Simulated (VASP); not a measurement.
HgTe:

```
Hg Te
1.0
    -3.04560    3.04560    1.55941
     3.04560   -3.04560    1.55941
     3.04560    3.04560   -1.55941
Hg Te
1 1
Direct
  0.75000 0.25000 0.50000
  0.00000 0.00000 0.00000
```

Base run:

| Quantity | Value |
| --- | --- |
| Program | VASP 6.6.1 |
| Functional | PBE |
| Potentials or basis | VASP PAW PBE potentials, release 64 (Hg, Te) |
| Cutoff | 520 eV |
| k mesh | 10 × 10 × 10 |
| Occupations | fermi-dirac, width 0.05 eV |
| Spin | no spin polarisation |

Its results: band gap on the k mesh zero (bands 9 and 10 overlap by 3.37 eV); pressure 0.0 GPa.

Q: After a change of settings the same cell gave: band gap on the k mesh zero (bands 9 and 10 overlap by 3.50 eV); pressure -1.0 GPa. Which change was it?
A. k mesh from 10 × 10 × 10 to 7 × 7 × 7
B. functional from PBE to r2SCAN
C. functional from PBE to PBEsol; dispersion from none to D3(BJ)

A: B.

Caveats: spin-orbit coupling is left out, which moves the levels of the heavy elements; the PAW data sets were made with another functional, which shifts forces and pressure a little (at least some runs).
